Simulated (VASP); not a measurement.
# KIr12 in VASP: a series of runs

Runs on KIr12. Level: PBEsol. Tasks: single point.

Program: VASP 6.6.1. These are calculated values, not measurements. Logs are shortened: lines on timing, memory, paths and dates and some standing lists are left out, and cuts for length are marked.

## Step 1: The cell of the first run

The cell holds a slab with vacuum, 13 atoms: a = 5.431 Å, b = 5.431 Å, c = 15.434 Å, α = 90.00°, β = 90.00°, γ = 60.00°.

## Step 2: Single point, PBEsol

Contents of INCAR:

```
  PREC = Accurate
  ENCUT = 520
  EDIFF = 1E-6
  ISMEAR = 0
  SIGMA = 0.1
  LREAL = False
  LASPH = True
  NELM = 100
  ALGO = Normal
  ISIF = 2
  LWAVE = False
  LCHARG = False
  GGA = PS
  NBANDS = 70
```

Contents of KPOINTS:

```
regular mesh
0
Gamma
  4 4 1
```

Contents of POSCAR:

```
KIr12
1.0
    5.4305800000      0.0000000000      0.0000000000
    2.7152900000      4.7030200000      0.0000000000
    0.0000000000      0.0000000000     15.4340500000
Ir K
12 1
Direct
    0.1666666312      0.1666667375      0.0647918077
    0.6666666312      0.1666667375      0.0647918077
    0.1666666312      0.6666667375      0.0647918077
    0.6666666312      0.6666667375      0.0647918077
   -0.1658747086      0.3328244405      0.2053111141
    0.3352409965      0.3322679895      0.2028925007
   -0.1661064422      0.8336407245      0.2050594627
    0.3343239427      0.8331961165      0.2056556121
    0.0013546990     -0.0005519857      0.3459601336
    0.5011476775      0.0005853686      0.3453119564
    0.0063538110      0.4981269482      0.3429392156
    0.4998877758      0.4987078516      0.3447700377
    0.7851267805      0.5574734958      0.5279647921
```

Potentials or basis: VASP PAW PBE potentials, release 64 (Ir, K_sv).

Launch:

```console
> cat potpaw_PBE.64/Ir/POTCAR potpaw_PBE.64/K_sv/POTCAR > POTCAR
> mpirun -np 1 vasp_std > vasp.out
```

OUTCAR:

```text
PREC = Accurate
   ENCUT = 520
   EDIFF = 1E-6
   ISMEAR = 0
   LREAL = False
   LASPH = True
   NELM = 100
   ISIF = 2
   GGA = PS

 ion  position               nearest neighbor table
   1  0.167  0.167  0.065-   6 2.65   5 2.67   8 2.68   3 2.72   3 2.72   4 2.72   4 2.72   2 2.72
                             2 2.72
   2  0.667  0.167  0.065-   6 2.64   7 2.67   5 2.68   4 2.72   3 2.72   4 2.72   3 2.72   1 2.72
                             1 2.72
   3  0.167  0.667  0.065-   6 2.65   7 2.67   8 2.68   1 2.72   1 2.72   2 2.72   2 2.72   4 2.72
                             4 2.72
   4  0.667  0.667  0.065-   7 2.68   5 2.68   8 2.68   2 2.72   1 2.72   2 2.72   1 2.72   3 2.72
                             3 2.72
   5  0.834  0.333  0.205-  11 2.65  12 2.67   1 2.67   2 2.68   4 2.68   9 2.68   6 2.71   7 2.71
                             8 2.71   8 2.72   7 2.72   6 2.72
   6  0.335  0.332  0.203-   2 2.64   1 2.65   3 2.65  11 2.66  12 2.69  10 2.70   7 2.71   5 2.71
                             8 2.71   8 2.72   5 2.72   7 2.72
   7  0.834  0.834  0.205-  11 2.65  10 2.67   3 2.67   2 2.67   4 2.68   9 2.68   6 2.71   5 2.71
                             8 2.71   8 2.72   5 2.72   6 2.72
   8  0.334  0.833  0.206-  12 2.66  10 2.67   9 2.67   4 2.68   1 2.68   3 2.68   6 2.71   7 2.71
                             5 2.71   5 2.72   7 2.72   6 2.72
   9  0.001  0.999  0.346-   8 2.67   5 2.68   7 2.68  11 2.71  10 2.71  12 2.71  10 2.72  12 2.72
                            11 2.72
  10  0.501  0.001  0.345-   8 2.67   7 2.67  11 2.69   6 2.70  12 2.70   9 2.71   9 2.72  12 2.73
                            11 2.74  13 3.52
  11  0.006  0.498  0.343-   7 2.65   5 2.65   6 2.66  12 2.68  10 2.69   9 2.71   9 2.72  10 2.74
                            12 2.75  13 3.05
  12  0.500  0.499  0.345-   8 2.66   5 2.67  11 2.68   6 2.69  10 2.70   9 2.71   9 2.72  10 2.73
                            11 2.75  13 3.32
  13  0.785  0.557  0.528-  11 3.05  12 3.32  10 3.52

  LATTYP: Found a hexagonal cell.
 ALAT       =     5.4305797945
 C/A-ratio  =     2.8420630180

  Lattice vectors:

 A1 = (  -2.7152900000,  -4.7030200000,   0.0000000000)
 A2 = (   5.4305800000,   0.0000000000,   0.0000000000)
 A3 = (   0.0000000000,   0.0000000000,  15.4340500000)

Analysis of symmetry for initial positions (statically):
=====================================================================
 Subroutine PRICEL returns:
 Original cell was already a primitive cell.

 Routine SETGRP: Setting up the symmetry group for a
 hexagonal supercell.

 Subroutine GETGRP returns: Found  1 space group operations
 (whereof  1 operations were pure point group operations)
 out of a pool of 24 trial point group operations.

The static configuration has the point symmetry C_1 .

Analysis of symmetry for dynamics (positions and initial velocities):
=====================================================================
 Subroutine PRICEL returns:
 Original cell was already a primitive cell.

 Routine SETGRP: Setting up the symmetry group for a
 hexagonal supercell.

 Subroutine GETGRP returns: Found  1 space group operations
 (whereof  1 operations were pure point group operations)
 out of a pool of 24 trial point group operations.

The dynamic configuration has the point symmetry C_1 .

 Subroutine INISYM returns: Found  1 space group operations
 (whereof  1 operations are pure point group operations),
 and found     1 'primitive' translations

----------------------------------------------------------------------------------------

                                     Primitive cell

  volume of cell :     394.1876

  direct lattice vectors                    reciprocal lattice vectors
     5.430580000  0.000000000  0.000000000     0.184142394 -0.106314666  0.000000000
     2.715290000  4.703020000  0.000000000     0.000000000  0.212629332  0.000000000
     0.000000000  0.000000000 15.434050000     0.000000000  0.000000000  0.064791808

  length of vectors
     5.430580000  5.430579795 15.434050000     0.212629324  0.212629332  0.064791808

  position of ions in fractional coordinates (direct lattice)
     0.166666631  0.166666738  0.064791808
     0.666666631  0.166666738  0.064791808
     0.166666631  0.666666738  0.064791808
     0.666666631  0.666666738  0.064791808
     0.834125291  0.332824440  0.205311114
     0.335240996  0.332267989  0.202892501
     0.833893558  0.833640725  0.205059463
     0.334323943  0.833196116  0.205655612
     0.001354699  0.999448014  0.345960134
     0.501147678  0.000585369  0.345311956
     0.006353811  0.498126948  0.342939216
     0.499887776  0.498707852  0.344770038
     0.785126781  0.557473496  0.527964792

  ion indices of the primitive-cell ions
   primitive index   ion index
                 1           1
                 2           2
                 3           3
                 4           4
                 5           5
                 6           6
                 7           7
                 8           8
                 9           9
                10          10
                11          11
                12          12
                13          13

----------------------------------------------------------------------------------------

 KPOINTS: regular mesh

Automatic generation of k-mesh.
 Grid dimensions read from file:
 generate k-points for:    4    4    1

 Generating k-lattice:

  Cartesian coordinates                     Fractional coordinates (reciprocal lattice)
     0.046035598 -0.026578666  0.000000000     0.250000000  0.000000000  0.000000000
     0.000000000  0.053157333  0.000000000     0.000000000  0.250000000  0.000000000
     0.000000000  0.000000000  0.064791808     0.000000000  0.000000000  1.000000000

  Length of vectors
     0.053157331  0.053157333  0.064791808

  Shift w.r.t. Gamma in fractional coordinates (k-lattice)
     0.000000000  0.000000000  0.000000000

 Subroutine IBZKPT returns following result:
 ===========================================

 Found     10 irreducible k-points:

 Following reciprocal coordinates:
            Coordinates               Weight
  0.000000  0.000000  0.000000      1.000000
  0.250000  0.000000  0.000000      2.000000
  0.250000  0.250000  0.000000      2.000000
  0.000000  0.250000  0.000000      2.000000
  0.500000  0.000000  0.000000      1.000000
  0.500000  0.500000  0.000000      1.000000
  0.000000  0.500000  0.000000      1.000000
  0.500000  0.250000  0.000000      2.000000
  0.250000  0.500000  0.000000      2.000000
 -0.250000  0.250000  0.000000      2.000000
   k-points           NKPTS =     10   k-points in BZ     NKDIM =     10   number of bands    NBANDS=     70
   number of dos      NEDOS =    301   number of ions     NIONS =     13
   total plane-waves  NPLWV = 192000
   dimension x,y,z NGX =    40 NGY =   40 NGZ =  120
   dimension x,y,z NGXF=    80 NGYF=   80 NGZF=  240
   ions per type =              12   1
   NGX,Y,Z   is equivalent  to a cutoff of  12.25, 12.25, 12.93 a.u.
   NGXF,Y,Z  is equivalent  to a cutoff of  24.49, 24.49, 25.85 a.u.
 SYSTEM =  unknown system
   PREC   = accura    normal or accurate (medium, high low for compatibility)
   ISTART =      0    job   : 0-new  1-cont  2-samecut
   ICHARG =      2    charge: 1-file 2-atom 10-const
   ISPIN  =      1    spin polarized calculation?
   LNONCOLLINEAR =      F non collinear calculations
   LSORBIT =      F    spin-orbit coupling
   LASPH  =      T    aspherical Exc in radial PAW
   ENCUT  =  520.0 eV  38.22 Ry    6.18 a.u.  10.10 10.10 28.70*2*pi/ulx,y,z
   NELM   =    100;   NELMIN=  2; NELMDL= -5     # of ELM steps
   EDIFF  = 0.1E-05   stopping-criterion for ELM
   LREAL  =      F    real-space projection
   EDIFFG = 0.1E-04   stopping-criterion for IOM
   NSW    =      0    number of steps for IOM
   IBRION =     -1    ionic relax: 0-MD 1-quasi-New 2-CG
   NFREE  =      0    steps in history (QN), initial steepest desc. (CG)
   ISIF   =      2    stress and relaxation
   ISYM   =      2    0-nonsym 1-usesym 2-fastsym
   POTIM  = 0.5000    time-step for ionic-motion
   TEBEG  =    0.0;   TEEND  =   0.0 temperature during run
   PSTRESS=    0.0 pullay stress
   NELECT =     117.0000    total number of electrons
   NUPDOWN=      -1.0000    fix difference up-down
   EMIN   =  10.00;   EMAX   =-10.00  energy-range for DOS
   EFERMI =   0.00;   METHOD = LEGACY
   ISMEAR =     0;   SIGMA  =   0.10  broadening in eV -4-tet -1-fermi 0-gaus
   EFERMI_NEDOS =   21; number of points for ismear=-14 and -15
   IALGO  =     38    algorithm
   IMIX   =      4    mixing-type and parameters
     AMIX     =   0.40;   BMIX     =  1.00
     AMIX_MAG =   1.60;   BMIX_MAG =  1.00
  volume/ion in A,a.u.               =      30.32       204.62
  Fermi-wavevector in a.u.,A,eV,Ry     =   1.092033  2.063643 16.225441  1.192536
  Thomas-Fermi vector in A             =   2.228290
   LORBIT       =      0    0 simple, 1 ext, 2 COOP (PROOUT), +10 PAW based schemes
   GGA     = PS    functional components
   LHFCALC =     F    Hartree Fock is set to
   AEXX    =    0.0000 exact exchange contribution
   IVDW    =     0    specifies the selected vdW correction
   LEPSILON=     F    determine dielectric tensor
   LRPA    =     F    only Hartree local field effects (RPA)
 non-spin polarized calculation
 Gauss-broadening in eV      SIGMA  =   0.10
  energy-cutoff  :      520.00
  volume of cell :      394.19
 maximum number of plane-waves:     10640
   NGX = 21   NGY = 21   NGZ = 57

 number of electron     117.0000005 magnetization

 Free energy of the ion-electron system (eV)
  ---------------------------------------------------
  ext. energy  EPLUGINS =         0.00000000
  ---------------------------------------------------
  free energy    TOTEN  =      -111.97779716 eV

  energy without entropy =     -111.87465655  energy(sigma->0) =     -111.92622685

 E-fermi :   2.9175     XC(G=0):  -7.9161

 val. band max:        2.9098318874   @ k =   0.2500   0.2500   0.0000
 cond. band min:       2.9186773851   @ k =   0.0000   0.2500   0.0000
 fundamental gap:      0.0088454977
 Fermi energy:         2.9175141623

 k-point     1 :       0.0000    0.0000    0.0000
  band No.  band energies     occupation
      1     -28.5940      2.00000
      2     -12.1847      2.00000
      3     -12.1557      2.00000
      4     -12.1497      2.00000
      5      -7.4751      2.00000
      6      -5.4261      2.00000
[... 62 lines left out ...]
     69       4.3156      0.00000
     70       4.4334      0.00000

 k-point     2 :       0.2500    0.0000    0.0000
  band No.  band energies     occupation
      1     -28.5938      2.00000
      2     -12.1848      2.00000
      3     -12.1590      2.00000
      4     -12.1515      2.00000
      5      -6.8900      2.00000
      6      -4.8457      2.00000
[... 62 lines left out ...]
     69       3.9532      0.00000
     70       4.3386      0.00000

 k-point     3 :       0.2500    0.2500    0.0000
  band No.  band energies     occupation
      1     -28.5938      2.00000
      2     -12.1844      2.00000
      3     -12.1593      2.00000
      4     -12.1517      2.00000
      5      -6.8903      2.00000
      6      -4.8465      2.00000
[... 500 lines left out ...]
     69       3.7027      0.00000
     70       3.7407      0.00000

 k-point    10 :      -0.2500    0.2500    0.0000
  band No.  band energies     occupation
      1     -28.5937      2.00000
      2     -12.1844      2.00000
      3     -12.1597      2.00000
      4     -12.1564      2.00000
      5      -5.8673      2.00000
      6      -4.5751      2.00000
[... 62 lines left out ...]
     69       3.6933      0.00000
     70       3.7457      0.00000

------------------------ aborting loop because EDIFF is reached ----------------------------------------

  FORCE on cell =-STRESS in cart. coord.  units (eV):
  Direction    XX          YY          ZZ          XY          YZ          ZX
  --------------------------------------------------------------------------------------
  -------------------------------------------------------------------------------------
  Total      -14.8716386    -15.2430442      0.1532695     -0.1464666      0.0791200     -0.3541346
  in kB      -60.4458463    -61.9554259      0.6229644     -0.5953142      0.3215836     -1.4393819
  external PRESSURE =     -40.5927692 kB  Pullay stress =       0.0000000 kB

 VOLUME and BASIS-vectors are now :
 -----------------------------------------------------------------------------
  energy-cutoff  :      520.00
  volume of cell :      394.19
      direct lattice vectors                 reciprocal lattice vectors
     5.430580000  0.000000000  0.000000000     0.184142394 -0.106314666  0.000000000
     2.715290000  4.703020000  0.000000000     0.000000000  0.212629332  0.000000000
     0.000000000  0.000000000 15.434050000     0.000000000  0.000000000  0.064791808

 POSITION                                       TOTAL-FORCE (eV/Angst)
 -----------------------------------------------------------------------------------
      1.35764      0.78384      1.00000        -0.078625     -0.065043     -0.074427
      4.07293      0.78384      1.00000         0.095775     -0.037909     -0.130783
      2.71529      3.13535      1.00000         0.035768      0.106085     -0.082435
      5.43058      3.13535      1.00000        -0.001004     -0.014384      0.057439
      5.43350      1.56528      3.16878        -0.001355     -0.001616     -0.003110
      2.72276      1.56266      3.13145         0.000266      0.000051      0.009457
      6.79210      3.92063      3.16490         0.000828      0.001511     -0.001864
      4.07794      3.91854      3.17410        -0.001591      0.000415     -0.006113
      2.72115      4.70042      5.33957        -0.000108      0.000389      0.058405
      2.72311      0.00275      5.32956        -0.000514     -0.000430      0.056815
      1.38706      2.34270      5.29294        -0.002301      0.000163      0.058439
      4.06882      2.34543      5.32120        -0.000058     -0.000104      0.055025
      5.77740      2.62181      8.14863        -0.047081      0.010871      0.003153
 -----------------------------------------------------------------------------------
    total drift:                                0.000262     -0.000136      0.002596

  FREE ENERGIE OF THE ION-ELECTRON SYSTEM (eV)
  ---------------------------------------------------
  free  energy   TOTEN  =      -111.9777971554 eV

  energy  without entropy=     -111.8746565525  energy(sigma->0) =     -111.92622685
```

Run time: 15 min. Hardware: 1 thread of Intel Xeon Platinum 8175M at 2.50GHz (Skylake/Cascade Lake), shared host; peak memory 0.56 GiB.

What came out:

| Property | Result |
| --- | --- |
| Free energy | -111.9778 eV |
| Largest force | 0.166 eV/Å |
| Band gap on the k mesh | zero (an odd number of electrons rules out a gap without spin polarisation) |

Forces on the atoms (eV/Å):
```
Ir  -0.079 -0.065 -0.074
Ir   0.096 -0.038 -0.131
Ir   0.036  0.106 -0.082
Ir  -0.001 -0.014  0.057
Ir  -0.001 -0.002 -0.003
Ir   0.000  0.000  0.009
Ir   0.001  0.002 -0.002
Ir  -0.002  0.000 -0.006
Ir   0.000  0.000  0.058
Ir  -0.001  0.000  0.057
Ir  -0.002  0.000  0.058
Ir   0.000  0.000  0.055
K   -0.047  0.011  0.003
```

Levels at points of the mesh, in eV from the Fermi level:
| k point | band 55 | band 56 | band 57 | band 58 | band 59 | band 60 | band 61 | band 62 | band 63 | band 64 |
| --- | --- | --- | --- | --- | --- | --- | --- | --- | --- | --- |
| (0.00, 0.00, 0.00) | 0.50 | 0.52 | 0.53 | 0.69 | 0.69 | 0.72 | 0.75 | 0.76 | 0.97 | 0.97 |
| (0.50, 0.00, 0.00) | -1.03 | -0.99 | -0.76 | -0.69 | -0.53 | -0.52 | -0.34 | -0.33 | 0.32 | 0.33 |
| (0.50, 0.50, 0.00) | -1.04 | -0.98 | -0.75 | -0.69 | -0.55 | -0.52 | -0.35 | -0.33 | 0.32 | 0.34 |
| (0.00, 0.50, 0.00) | -1.04 | -0.99 | -0.73 | -0.70 | -0.55 | -0.51 | -0.35 | -0.33 | 0.31 | 0.34 |

Caveat: the PAW data sets were made with another functional, which shifts forces and pressure a little; spin-orbit coupling is left out, which moves the levels of the heavy elements.

## Step 3: Single point, PBEsol

Contents of INCAR:

```
SYSTEM = KIr12
PREC = Accurate ; ENCUT = 520
EDIFF = 1E-6 ; ISMEAR = 0
SIGMA = 0.1 ; LREAL = .False.
LASPH = .True. ; NELM = 60
ALGO = Normal ; ISIF = 2
LWAVE = .False. ; LCHARG = .False.
GGA = PS ; NBANDS = 70
```

Contents of KPOINTS:

```
regular mesh
0
Gamma
  4 4 1
  0 0 0
```

Contents of POSCAR:

```
KIr12
1.0
    5.4305800000      0.0000000000      0.0000000000
    2.7152900000      4.7030200000      0.0000000000
    0.0000000000      0.0000000000     15.4340500000
Ir K
12 1
Direct
    0.1666666312      0.1666667375      0.0647918077
    0.6666666312      0.1666667375      0.0647918077
    0.1666666312      0.6666667375      0.0647918077
    0.6666666312      0.6666667375      0.0647918077
   -0.1670581707      0.3327485318      0.2046367609
    0.3344265658      0.3330262257      0.2035221475
   -0.1663619327      0.8329135322      0.2055850538
    0.3338072971      0.8321589107      0.2051319647
    0.0010378764     -0.0000199872      0.3454136795
    0.4974292762      0.0017524910      0.3443930141
    0.0039497340      0.4946015539      0.3434366223
    0.5005761313      0.4988915633      0.3455849242
    0.8142975004      0.7511924253      0.5273094878
```

Potentials or basis: VASP PAW PBE potentials, release 64 (Ir, K_sv).

Launch:

```console
> cat potpaw_PBE.64/Ir/POTCAR potpaw_PBE.64/K_sv/POTCAR > POTCAR
> mpirun -np 1 vasp_std > vasp.out
```

Run time: 15 min. Hardware: 1 thread of Oxide Virtual Turin-like, shared host; peak memory 0.54 GiB.

The run converged. Its results:

* Free energy: -111.9895 eV
* Largest force: 0.127 eV/Å
* Band gap on the k mesh: zero (an odd number of electrons rules out a gap without spin polarisation)

Forces in eV/Å, atoms in the order of the input:
```
Ir  -0.045 -0.059 -0.096
Ir   0.037 -0.078 -0.094
Ir  -0.028  0.070 -0.056
Ir   0.034  0.029  0.016
Ir  -0.001 -0.001 -0.001
Ir   0.000  0.000  0.006
Ir   0.000  0.001 -0.004
Ir  -0.001  0.001 -0.004
Ir  -0.002 -0.001  0.058
Ir   0.001 -0.001  0.056
Ir  -0.001  0.003  0.058
Ir   0.000  0.000  0.058
K    0.006  0.035  0.004
```

Levels at points of the mesh, in eV from the Fermi level:
```csv
k point,band 56,band 57,band 58,band 59,band 60,band 61,band 62,band 63
"(0.00, 0.00, 0.00)",0.52,0.53,0.69,0.69,0.72,0.76,0.77,0.96
"(0.50, 0.00, 0.00)",-0.99,-0.75,-0.69,-0.55,-0.52,-0.34,-0.33,0.32
"(0.50, 0.50, 0.00)",-0.99,-0.74,-0.70,-0.55,-0.51,-0.35,-0.33,0.32
"(0.00, 0.50, 0.00)",-0.98,-0.76,-0.69,-0.54,-0.53,-0.34,-0.34,0.32
```

Caveat: the PAW data sets were made with another functional, which shifts forces and pressure a little; spin-orbit coupling is left out, which moves the levels of the heavy elements.
